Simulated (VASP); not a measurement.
Wanted: the native input for a VASP 6.6.1 run.

```yaml
Task: single point
Functional: PBEsol
Potentials_or_basis: VASP PAW PBE potentials, release 64 (V_sv, N)
Cutoff: 520 eV
k_mesh: 18 × 18 × 18
Occupations: gaussian, width 0.1 eV
Spin: no spin polarisation
Dipole_correction: no
Further_INCAR_settings: ALGO = Normal; EDIFF = 1e-06; NBANDS = 32
```

The structure of VN2 lies in POSCAR:

```
VN2
1.0
   -2.1507500000      2.1507500000      2.4913500000
    2.1507500000     -2.1507500000      2.4913500000
    2.1507500000      2.1507500000     -2.4913500000
V N
2 4
Direct
    0.2500000000      0.2500000000      0.0000000000
    0.7500000000      0.7500000000      0.0000000000
    0.1151000000      0.6151000000      0.7302000000
    0.6151000000      0.8849000000      0.5000000000
    0.8849000000      0.3849000000      0.2698000000
    0.3849000000      0.1151000000      0.5000000000
```

One way to write it, as run:

INCAR

```
SYSTEM = VN2
PREC = Accurate
ENCUT = 520
EDIFF = 1E-6
ISMEAR = 0
SIGMA = 0.1
LREAL = .False.
LASPH = .True.
NELM = 60
ALGO = Normal
ISIF = 2
LWAVE = .False.
LCHARG = .False.
GGA = PS
NBANDS = 32
```

KPOINTS

```
regular mesh
0
Gamma
  18 18 18
  0 0 0
```

Potentials or basis: VASP PAW PBE potentials, release 64 (V_sv, N).

Launch:

```bash
$ cat potpaw_PBE.64/V_sv/POTCAR potpaw_PBE.64/N/POTCAR > POTCAR
$ mpirun -np 1 vasp_std > vasp.out
```

Results of the run:

The pressure is -10.9 GPa, the largest force is 0.381 eV/Å and the band gap on the k mesh is zero (band 23 reaches 11.56 eV, above the bottom of band 24 at 11.20 eV).

Caveat: the PAW data sets were made with another functional, which shifts forces and pressure a little; the run has no spin polarisation, though such a crystal can be magnetic.

It took 7.2 min on 1 thread of AMD EPYC 9R45 96-Core Processor (Zen 5) (shared host), peak memory 0.57 GiB.
